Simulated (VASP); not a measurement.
Here is a VASP 6.6.1 calculation.

The input INCAR:

```
SYSTEM = Sb
PREC     = Accurate       ! precision mode
ENCUT    = 600            ! plane-wave cutoff, eV
EDIFF    = 1E-6           ! SCF threshold, eV
ISMEAR   = 0              ! smearing method
SIGMA    = 0.1            ! smearing width, eV
LREAL    = .False.        ! projectors in reciprocal space
LASPH    = .True.         ! aspherical terms in the spheres
NELM     = 80             ! most SCF steps
ALGO     = Normal         ! electronic algorithm
ISIF     = 3              ! what is computed and relaxed
LWAVE    = .False.        ! write WAVECAR
LCHARG   = .False.        ! write CHGCAR
GGA      = PS             ! functional
IBRION   = 2              ! ionic algorithm
NSW      = 70             ! ionic steps
EDIFFG   = -0.008         ! ionic threshold
PSTRESS  = -10.0
```

Contents of KPOINTS:

```
Automatic mesh
0
Gamma
  14 14 14
  0 0 0
```

Contents of POSCAR:

```
Sb
1.0
    3.0715966300      0.0000000000      0.0000000000
    0.0000000000      3.0715966300      0.0000000000
    0.0000000000      0.0000000000      3.0715966300
Sb
1
Direct
    0.0000000000      0.0000000000      0.0000000000
```

Potentials or basis: VASP PAW PBE potentials, release 64 (Sb).

Command:

```bash
$ cat potpaw_PBE.64/Sb/POTCAR > POTCAR
$ mpirun -np 1 vasp_std > vasp.out
```

(1) Estimate the space group after relaxing (to 0.05 Å).

(2) What does it give for the relaxed volume?

(3) Estimate the relaxed cell.

Results:

(1) Pm-3m (No. 221).

(2) 29.24 Å³/atom.

(3) a = 3.081 Å, b = 3.081 Å, c = 3.081 Å, α = 90.00°, β = 90.00°, γ = 90.00°.

Caveat: the cell is relaxed towards a set pressure, so the enthalpy falls and the energy may rise; the PAW data sets were made with another functional, which shifts forces and pressure a little.
